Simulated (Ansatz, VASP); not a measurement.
One calculation of Te2Mo, two programs

```
Te Mo
1.0
     3.51923   -0.00487   -0.00827
    -1.76384    3.04919   -0.00156
    -0.04076   -0.03241   17.40279
Te Mo
2 1
Direct
  0.32706 0.65202 0.89796
  0.33744 0.65863 0.10263
  0.99913 0.98882 0.00024
```

Alike in both runs: task single point; functional PBEsol; k mesh 6 × 6 × 2; no spin polarisation.

|  | VASP | Ansatz |
| --- | --- | --- |
| version | VASP 6.6.1 | Ansatz 0.2.0 |
| potentials or method | VASP PAW PBE potentials, release 64 (Te, Mo_sv), cutoff 520 eV | plane waves, PAW |
| occupations | methfessel-paxton of order 1, width 0.1 eV | cold, width 0.1 eV |
| valence electrons in the cell | 26 | 46 |

Ansatz gave:

- rms of the force components (eV/Å): 0.085

**Question.** Estimate VASP's values.

**Answer.** rms of the force components (eV/Å): 0.100.

VASP's potentials were made for PBE, not for PBEsol. Atom by atom the forces differ by 0.016 eV/Å (rms over components). VASP's potentials hold 26 valence electrons a cell and Ansatz's 46, so a difference there can come from the potentials and not from the codes.

Spin-orbit coupling is off throughout.
